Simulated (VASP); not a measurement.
# BAs (I-4m2) in VASP: notebook

BAs is run at these levels: r2SCAN; tasks: single point.

Everything below comes from runs of VASP 6.6.1. Logs are shortened: lines on timing, memory, paths and dates and some standing lists are left out, and cuts for length are marked.

### 1 The cell of the first run

The structure is tetragonal, space group I-4m2 (No. 119). The conventional cell has a = 3.378 Å, b = 3.378 Å, c = 4.968 Å, α = 90.00°, β = 90.00°, γ = 90.00°. Within 2.8 Å of B (site symmetry -4m2) lie 4 As at 2.10 Å. Within 2.8 Å of As (site symmetry -4m2) lie 4 B at 2.10 Å.

### 2 Single point, r2SCAN (strain +0.000 along x and y, +0.040 along z)

Contents of POSCAR:

```
BAs
1.0
    0.0000000000      2.3885000000      2.4840400000
    2.3885000000      0.0000000000      2.4840400000
    2.3885000000      2.3885000000      0.0000000000
B As
1 1
Direct
    0.0000000000      0.0000000000      0.0000000000
    0.7500000000      0.7500000000      0.7500000000
```

Contents of INCAR.step1:

```
PREC     = Accurate       # precision mode
ENCUT    = 520            # plane-wave cutoff, eV
ISMEAR   = 0              # smearing method
SIGMA    = 0.05           # smearing width, eV
LREAL    = F              # projectors in reciprocal space
LASPH    = T              # aspherical terms in the spheres
NELM     = 60             # most SCF steps
NBANDS   = 11             # bands
GGA      = PE             # functional
ALGO     = Normal         # electronic algorithm
EDIFF    = 1E-4           # SCF threshold, eV
LWAVE    = T              # write WAVECAR
LCHARG   = F              # write CHGCAR
```

Contents of INCAR.step2:

```
PREC     = Accurate       # precision mode
ENCUT    = 520            # plane-wave cutoff, eV
EDIFF    = 1E-7           # SCF threshold, eV
ISMEAR   = 0              # smearing method
SIGMA    = 0.05           # smearing width, eV
LREAL    = F              # projectors in reciprocal space
LASPH    = T              # aspherical terms in the spheres
NELM     = 60             # most SCF steps
ALGO     = Normal         # electronic algorithm
ISIF     = 2              # what is computed and relaxed
LWAVE    = F              # write WAVECAR
LCHARG   = T              # write CHGCAR
METAGGA  = R2SCAN         # meta-GGA
LMIXTAU  = T            
LELF     = T              # ELF
LVHAR    = T            
NBANDS   = 11             # bands
ISTART   = 1
```

Contents of KPOINTS:

```
regular mesh
0
Gamma
  10 10 10
```

Potentials or basis: VASP PAW PBE potentials, release 64 (B, As).

The run is started by

```bash
$ cat potpaw_PBE.64/B/POTCAR potpaw_PBE.64/As/POTCAR > POTCAR
$ cp INCAR.step1 INCAR
$ mpirun -np 1 vasp_std > vasp.out
$ cp INCAR.step2 INCAR
$ mpirun -np 1 vasp_std > vasp.out
```

OUTCAR:

```text
PREC = Accurate
   ENCUT = 520
   EDIFF = 1E-7
   ISMEAR = 0
   LREAL = F
   LASPH = T
   NELM = 60
   ISIF = 2
   METAGGA = R2SCAN
   ISTART = 1

 ion  position               nearest neighbor table
   1  0.000  0.000  0.000-   2 2.10   2 2.10   2 2.10   2 2.10
   2  0.750  0.750  0.750-   1 2.10   1 2.10   1 2.10   1 2.10

  LATTYP: Found a body centered tetragonal cell.
 ALAT       =     3.3778490937
 C/A-ratio  =     1.4707821049

  Lattice vectors:

 A1 = (  -2.3885000000,   0.0000000000,   2.4840400000)
 A2 = (   2.3885000000,   0.0000000000,   2.4840400000)
 A3 = (   0.0000000000,   2.3885000000,  -2.4840400000)

Analysis of symmetry for initial positions (statically):
=====================================================================
 Subroutine PRICEL returns:
 Original cell was already a primitive cell.

 Routine SETGRP: Setting up the symmetry group for a
 body centered tetragonal supercell.

 Subroutine GETGRP returns: Found  8 space group operations
 (whereof  8 operations were pure point group operations)
 out of a pool of 16 trial point group operations.

The static configuration has the point symmetry D_2d.

Analysis of symmetry for dynamics (positions and initial velocities):
=====================================================================
 Subroutine PRICEL returns:
 Original cell was already a primitive cell.

 Routine SETGRP: Setting up the symmetry group for a
 body centered tetragonal supercell.

 Subroutine GETGRP returns: Found  8 space group operations
 (whereof  8 operations were pure point group operations)
 out of a pool of 16 trial point group operations.

The dynamic configuration has the point symmetry D_2d.

 Subroutine INISYM returns: Found  8 space group operations
 (whereof  8 operations are pure point group operations),
 and found     1 'primitive' translations

----------------------------------------------------------------------------------------

                                     Primitive cell

  volume of cell :      28.3426

  direct lattice vectors                    reciprocal lattice vectors
     0.000000000  2.388500000  2.484040000    -0.209336404  0.209336404  0.201285003
     2.388500000  0.000000000  2.484040000     0.209336404 -0.209336404  0.201285003
     2.388500000  2.388500000  0.000000000     0.209336404  0.209336404 -0.201285003

  length of vectors
     3.446068335  3.446068335  3.377849094     0.357993174  0.357993174  0.357993174

  position of ions in fractional coordinates (direct lattice)
     0.000000000  0.000000000  0.000000000
     0.750000000  0.750000000  0.750000000

  ion indices of the primitive-cell ions
   primitive index   ion index
                 1           1
                 2           2

----------------------------------------------------------------------------------------

 KPOINTS: regular mesh

Automatic generation of k-mesh.
 Grid dimensions read from file:
 generate k-points for:   10   10   10

 Generating k-lattice:

  Cartesian coordinates                     Fractional coordinates (reciprocal lattice)
    -0.020933640  0.020933640  0.020128500     0.100000000  0.000000000  0.000000000
     0.020933640 -0.020933640  0.020128500     0.000000000  0.100000000  0.000000000
     0.020933640  0.020933640 -0.020128500     0.000000000  0.000000000  0.100000000

  Length of vectors
     0.035799317  0.035799317  0.035799317

  Shift w.r.t. Gamma in fractional coordinates (k-lattice)
     0.000000000  0.000000000  0.000000000

 Subroutine IBZKPT returns following result:
 ===========================================

 Found    102 irreducible k-points:

 Following reciprocal coordinates:
            Coordinates               Weight
  0.000000  0.000000  0.000000      1.000000
  0.100000 -0.000000  0.000000      8.000000
  0.200000 -0.000000  0.000000      8.000000
  0.300000  0.000000  0.000000      8.000000
  0.400000 -0.000000  0.000000      8.000000
  0.500000  0.000000  0.000000      4.000000
[... 16 lines left out ...]
  0.300000  0.300000  0.000000      2.000000
  0.400000  0.300000  0.000000      8.000000
 [... further k-points ...]
   k-points           NKPTS =    102   k-points in BZ     NKDIM =    102   number of bands    NBANDS=     11
   number of dos      NEDOS =    301   number of ions     NIONS =      2
   total plane-waves  NPLWV =  21952
   dimension x,y,z NGX =    28 NGY =   28 NGZ =   28
   dimension x,y,z NGXF=    56 NGYF=   56 NGZF=   56
   ions per type =               1   1
   NGX,Y,Z   is equivalent  to a cutoff of  13.51, 13.51, 13.78 a.u.
   NGXF,Y,Z  is equivalent  to a cutoff of  27.02, 27.02, 27.56 a.u.
 SYSTEM =  unknown system
   PREC   = accura    normal or accurate (medium, high low for compatibility)
   ISTART =      1    job   : 0-new  1-cont  2-samecut
   ICHARG =      0    charge: 1-file 2-atom 10-const
   ISPIN  =      1    spin polarized calculation?
   LNONCOLLINEAR =      F non collinear calculations
   LSORBIT =      F    spin-orbit coupling
   LASPH  =      T    aspherical Exc in radial PAW
   ENCUT  =  520.0 eV  38.22 Ry    6.18 a.u.   6.41  6.41  6.28*2*pi/ulx,y,z
   NELM   =     60;   NELMIN=  2; NELMDL=  0     # of ELM steps
   EDIFF  = 0.1E-06   stopping-criterion for ELM
   LREAL  =      F    real-space projection
   EDIFFG = 0.1E-05   stopping-criterion for IOM
   NSW    =      0    number of steps for IOM
   IBRION =     -1    ionic relax: 0-MD 1-quasi-New 2-CG
   NFREE  =      0    steps in history (QN), initial steepest desc. (CG)
   ISIF   =      2    stress and relaxation
   ISYM   =      2    0-nonsym 1-usesym 2-fastsym
   POTIM  = 0.5000    time-step for ionic-motion
   TEBEG  =    0.0;   TEEND  =   0.0 temperature during run
   PSTRESS=    0.0 pullay stress
   NELECT =       8.0000    total number of electrons
   NUPDOWN=      -1.0000    fix difference up-down
   EMIN   =  10.00;   EMAX   =-10.00  energy-range for DOS
   EFERMI =   0.00;   METHOD = LEGACY
   ISMEAR =     0;   SIGMA  =   0.05  broadening in eV -4-tet -1-fermi 0-gaus
   EFERMI_NEDOS =   21; number of points for ismear=-14 and -15
   IALGO  =     38    algorithm
   IMIX   =      4    mixing-type and parameters
     AMIX     =   0.40;   BMIX     =  1.00
     AMIX_MAG =   1.60;   BMIX_MAG =  1.00
  volume/ion in A,a.u.               =      14.17        95.63
  Fermi-wavevector in a.u.,A,eV,Ry     =   1.073887  2.029352 15.690683  1.153233
  Thomas-Fermi vector in A             =   2.209699
   LORBIT       =      0    0 simple, 1 ext, 2 COOP (PROOUT), +10 PAW based schemes
   METAGGA = R2SCAN    functional components
   LHFCALC =     F    Hartree Fock is set to
   AEXX    =    0.0000 exact exchange contribution
   IVDW    =     0    specifies the selected vdW correction
   LEPSILON=     F    determine dielectric tensor
   LRPA    =     F    only Hartree local field effects (RPA)
 non-spin polarized calculation
 Gauss-broadening in eV      SIGMA  =   0.05
  energy-cutoff  :      520.00
  volume of cell :       28.34
 maximum number of plane-waves:       782
 NGX is ok and might be reduce to    28
   NGX = 13   NGY = 13   NGZ = 13

 number of electron       7.9999999 magnetization

 Free energy of the ion-electron system (eV)
  ---------------------------------------------------
  ext. energy  EPLUGINS =         0.00000000
  ---------------------------------------------------
  free energy    TOTEN  =       -22.22308192 eV

  energy without entropy =      -22.22308192  energy(sigma->0) =      -22.22308192

 E-fermi :   6.0083     XC(G=0): -10.9578

 val. band max:        5.7310147136   @ k =   0.0000   0.0000   0.0000
 cond. band min:       6.8363710932   @ k =   0.4000   0.0000   0.4000
 fundamental gap:      1.1053563797
 Fermi energy:         6.0083352863

 k-point     1 :       0.0000    0.0000    0.0000
  band No.  band energies     occupation
      1     -10.1970      2.00000
      2       5.3186      2.00000
      3       5.7310      2.00000
      4       5.7310      2.00000
      5       8.9145      0.00000
      6       8.9145      0.00000
      7       9.1873      0.00000
      8      10.2044      0.00000
      9      15.7714      0.00000
     10      18.2851      0.00000
     11      19.4255      0.00000

 k-point     2 :       0.1000   -0.0000    0.0000
  band No.  band energies     occupation
      1     -10.0305      2.00000
      2       4.1271      2.00000
      3       5.1619      2.00000
      4       5.4339      2.00000
      5       9.0710      0.00000
      6       9.3314      0.00000
      7       9.5530      0.00000
      8      11.1814      0.00000
      9      16.3967      0.00000
     10      17.4334      0.00000
     11      18.3248      0.00000

 k-point     3 :       0.2000   -0.0000    0.0000
  band No.  band energies     occupation
      1      -9.5398      2.00000
      2       1.7273      2.00000
      3       4.5281      2.00000
      4       4.8747      2.00000
      5       8.8398      0.00000
      6      10.1214      0.00000
      7      10.2134      0.00000
      8      13.0062      0.00000
      9      16.8350      0.00000
     10      17.4545      0.00000
     11      17.5230      0.00000

 k-point     4 :       0.3000    0.0000    0.0000
  band No.  band energies     occupation
      1      -8.7642      2.00000
      2      -0.6003      2.00000
      3       3.9707      2.00000
      4       4.3864      2.00000
      5       8.5313      0.00000
      6      10.5730      0.00000
      7      10.6512      0.00000
      8      14.4914      0.00000
      9      17.2273      0.00000
     10      17.7036      0.00000
     11      17.9137      0.00000
[... 239 lines left out ...]
 k-point    22 :      -0.2000    0.2000    0.0000
  band No.  band energies     occupation
      1      -8.4621      2.00000
      2      -0.1541      2.00000
      3       1.3172      2.00000
      4       4.5166      2.00000
      5       9.9827      0.00000
      6      10.8613      0.00000
      7      11.5462      0.00000
      8      12.8829      0.00000
      9      16.0729      0.00000
     10      18.8320      0.00000
     11      20.3641      0.00000

 k-point    23 :       0.3000    0.3000    0.0000
  band No.  band energies     occupation
      1      -8.3470      2.00000
      2      -0.1305      2.00000
      3       2.5775      2.00000
      4       2.5775      2.00000
      5       7.5475      0.00000
      6       9.6741      0.00000
      7      14.2941      0.00000
      8      14.2941      0.00000
      9      16.7025      0.00000
     10      20.8691      0.00000
     11      21.5197      0.00000

 k-point    24 :       0.4000    0.3000    0.0000
  band No.  band energies     occupation
      1      -7.6358      2.00000
      2      -1.3295      2.00000
      3       1.7102      2.00000
      4       2.2926      2.00000
      5       7.8673      0.00000
      6       9.5254      0.00000
      7      14.6431      0.00000
      8      14.9906      0.00000
      9      17.9181      0.00000
     10      21.6145      0.00000
     11      22.1340      0.00000

 [... further k-points ...]
[... 5 lines left out ...]
  --------------------------------------------------------------------------------------
  -------------------------------------------------------------------------------------
  Total       -0.2543985     -0.2543985     -1.8294289      0.0000000      0.0000000     -0.0000000
  in kB      -14.3808973    -14.3808973   -103.4158364      0.0000000      0.0000000     -0.0000000
  external PRESSURE =     -44.0592103 kB  Pullay stress =       0.0000000 kB

 VOLUME and BASIS-vectors are now :
 -----------------------------------------------------------------------------
  energy-cutoff  :      520.00
  volume of cell :       28.34
      direct lattice vectors                 reciprocal lattice vectors
     0.000000000  2.388500000  2.484040000    -0.209336404  0.209336404  0.201285003
     2.388500000  0.000000000  2.484040000     0.209336404 -0.209336404  0.201285003
     2.388500000  2.388500000  0.000000000     0.209336404  0.209336404 -0.201285003

 POSITION                                       TOTAL-FORCE (eV/Angst)
 -----------------------------------------------------------------------------------
      0.00000      0.00000      0.00000         0.000000      0.000000      0.000000
      3.58275      3.58275      3.72606        -0.000000     -0.000000     -0.000000
 -----------------------------------------------------------------------------------
    total drift:                                0.000000      0.000000     -0.000000

  FREE ENERGIE OF THE ION-ELECTRON SYSTEM (eV)
  ---------------------------------------------------
  free  energy   TOTEN  =       -22.2230819163 eV

  energy  without entropy=      -22.2230819163  energy(sigma->0) =      -22.22308192
```

Wall time 2.9 min (1 thread of Intel Xeon Platinum 8259CL at 2.50GHz (Skylake/Cascade Lake), shared host); peak memory 0.19 GiB.

What came out:

* Free energy: -22.2231 eV
* Pressure: -4.4 GPa
* Band gap on the k mesh: 1.11 eV, indirect (least direct gap 3.18 eV)

Caveat: the cell differs from its parent crystal (strain +0.000 along x and y, +0.040 along z); the PAW data sets were made with another functional, which shifts forces and pressure a little.

### 3 Single point, r2SCAN (strain +0.040 along x and y, +0.080 along z)

Contents of POSCAR:

```
BAs
1.0
    0.0000000000      2.4840400000      2.5795800000
    2.4840400000      0.0000000000      2.5795800000
    2.4840400000      2.4840400000      0.0000000000
B As
1 1
Direct
    0.0000000000      0.0000000000      0.0000000000
    0.7500000000      0.7500000000      0.7500000000
```

Contents of INCAR.step1:

```
ALGO = Normal
EDIFF = 1E-4
ENCUT = 520
GGA = PE
ISMEAR = 0
LASPH = T
LCHARG = F
LREAL = F
LWAVE = T
NBANDS = 11
NELM = 80
PREC = Accurate
SIGMA = 0.05
```

Contents of INCAR.step2:

```
ALGO = Normal
EDIFF = 1E-6
ENCUT = 520
ISIF = 2
ISMEAR = 0
ISTART = 1
LASPH = T
LCHARG = F
LMIXTAU = T
LREAL = F
LWAVE = F
METAGGA = R2SCAN
NBANDS = 11
NELM = 80
PREC = Accurate
SIGMA = 0.05
```

Contents of KPOINTS:

```
k-points
0
Gamma
  10 10 10
```

Potentials or basis: VASP PAW PBE potentials, release 64 (B, As).

The run is started by

```bash
$ cat potpaw_PBE.64/B/POTCAR potpaw_PBE.64/As/POTCAR > POTCAR
$ cp INCAR.step1 INCAR
$ mpirun -np 1 vasp_std > vasp.out
$ cp INCAR.step2 INCAR
$ mpirun -np 1 vasp_std > vasp.out
```

Run time: 2.4 min. Hardware: 1 thread of Intel Xeon Platinum 8259CL at 2.50GHz (Skylake/Cascade Lake), shared host; peak memory 0.19 GiB.

Results (log left out):

| Property | Result |
| --- | --- |
| Free energy | -21.9948 eV |
| Pressure | -15.5 GPa |
| Band gap on the k mesh | 1.25 eV, indirect (least direct gap 3.03 eV) |

Stress tensor (GPa, compression positive):
```
-13.04   0.00   0.00
  0.00 -13.04   0.00
  0.00   0.00 -20.51
```

Levels at points of the mesh, in eV from the valence-band top:
```csv
k point,band 1,band 2,band 3,band 4,band 5,band 6,band 7,band 8,band 9
"(0.00, 0.00, 0.00)",-14.90,-0.37,0.00,0.00,3.03,3.09,3.09,3.34,9.48
"(0.50, 0.00, 0.00)",-12.42,-8.27,-1.99,-1.58,1.92,4.70,4.87,9.05,12.32
"(0.50, 0.50, 0.00)",-11.41,-8.50,-3.57,-3.57,1.93,1.98,10.50,10.50,12.12
"(0.50, 0.00, 0.50)",-11.16,-8.24,-3.92,-3.86,1.52,1.56,10.32,10.72,12.40
```

Caveat: the cell differs from its parent crystal (strain +0.040 along x and y, +0.080 along z); the PAW data sets were made with another functional, which shifts forces and pressure a little. A k mesh can miss the band edges.
